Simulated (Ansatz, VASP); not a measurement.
## One calculation of C, two programs

```
CELL_PARAMETERS angstrom
3.66908 0.00006 0.00042
-0.14193 4.06602 -0.00005
-0.16898 -2.04010 3.82192
ATOMIC_POSITIONS crystal
C 0.52441 0.44546 0.62781
C 0.23186 0.20651 0.68179
C 0.84599 0.19877 0.51297
C 0.44301 0.53030 0.32123
C 0.77613 0.82008 0.49591
C 0.15393 0.80027 0.36759
C 0.67634 0.85728 0.85931
C 0.34027 0.15322 0.00044
C 0.00807 0.98811 0.13295
```

Change from the starting cell: the structure that the rattled cell fell into.

Alike in both runs: functional PBE; k mesh 6 × 6 × 6; occupations gaussian, width 0.02 eV; no spin polarisation.

Ansatz relaxed the structure, and its values are those at the end. VASP's run is a single point on that final structure, the one shown.

|  | VASP | Ansatz |
| --- | --- | --- |
| version | VASP 6.6.1 | Ansatz 0.2.0 |
| potentials or method | VASP PAW PBE potentials, release 64 (C), cutoff 520 eV | scalar-relativistic, plane waves, PAW |
| valence electrons in the cell | 36 | 36 |

Ansatz gave:

```
gap on the k mesh at the Fermi level (eV) : 3.48
least direct gap on the mesh (eV)         : 4.39
pressure (GPa)                            : 0.0
rms of the force components (eV/Å)        : 0.001
```

Question: Which values does VASP return?

Answer: gap on the k mesh at the Fermi level (eV): 3.48; least direct gap on the mesh (eV): 4.38; pressure (GPa): 0.6; rms of the force components (eV/Å): 0.016.
